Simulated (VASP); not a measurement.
Input of a VASP 6.6.1 run:

INCAR

```
  PREC = Accurate
  ENCUT = 520
  EDIFF = 1E-7
  ISMEAR = -1
  SIGMA = 0.1
  LREAL = False
  LASPH = True
  NELM = 60
  ALGO = Normal
  ISIF = 2
  LWAVE = False
  LCHARG = False
  GGA = PE
  NBANDS = 12
```

KPOINTS

```
Automatic mesh
0
Gamma
  8 8 12
```

The input POSCAR:

```
Li
1.0
    4.7245301848      0.0000000000      0.0000000000
   -2.3622650924      4.0915631610      0.0000000000
    0.0000000000      0.0000000000      2.7653145875
Li
3
Direct
    1.0000000000      0.0000000000      1.0000000000
    0.3333333333      0.6666666667      0.5000000000
    0.6666666667      0.3333333333      0.5000000000
```

Potentials or basis: VASP PAW PBE potentials, release 64 (Li_sv).

Command:

```sh
$ cat potpaw_PBE.64/Li_sv/POTCAR > POTCAR
$ mpirun -np 1 vasp_std > vasp.out
```

Estimate the band gap on the k mesh.

zero (an odd number of electrons rules out a gap without spin polarisation).
